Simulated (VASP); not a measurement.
Input of a VASP 6.6.1 run:

INCAR

```
PREC = Accurate
ENCUT = 520
EDIFF = 1E-6
ISMEAR = 0
SIGMA = 0.05
LREAL = F
LASPH = T
NELM = 100
ALGO = Normal
ISIF = 2
LWAVE = F
LCHARG = T
GGA = PS
LELF = T
LVHAR = T
NBANDS = 24
```

The input KPOINTS:

```
Automatic mesh
0
Gamma
  6 6 6
```

The input POSCAR:

```
KMgF3
1.0
    4.0456885000      0.0000000000      0.0000000000
    0.0000000000      4.0456885000      0.0000000000
    0.0000000000      0.0000000000      3.8663230000
K Mg F
1 1 3
Direct
    0.5000000000      0.5000000000      0.5000000000
    0.0000000000      0.0000000000      0.0000000000
    0.5000000000      0.0000000000      0.0000000000
    0.0000000000      0.5000000000      0.0000000000
    0.0000000000      0.0000000000      0.5000000000
```

Potentials or basis: VASP PAW PBE potentials, release 64 (K_sv, Mg, F).

Command:

```console
$ cat potpaw_PBE.64/K_sv/POTCAR potpaw_PBE.64/Mg/POTCAR potpaw_PBE.64/F/POTCAR > POTCAR
$ mpirun -np 1 vasp_std > vasp.out
```

(1) Predict the band gap on the k mesh.

(2) What does it give for the pressure?

## Answers

(1) 7.11 eV (least direct gap 7.44 eV).

(2) 0.2 GPa.

Caveat: the cell differs from its parent crystal (strain +0.015 along x and y, -0.030 along z); the PAW data sets were made with another functional, which shifts forces and pressure a little.
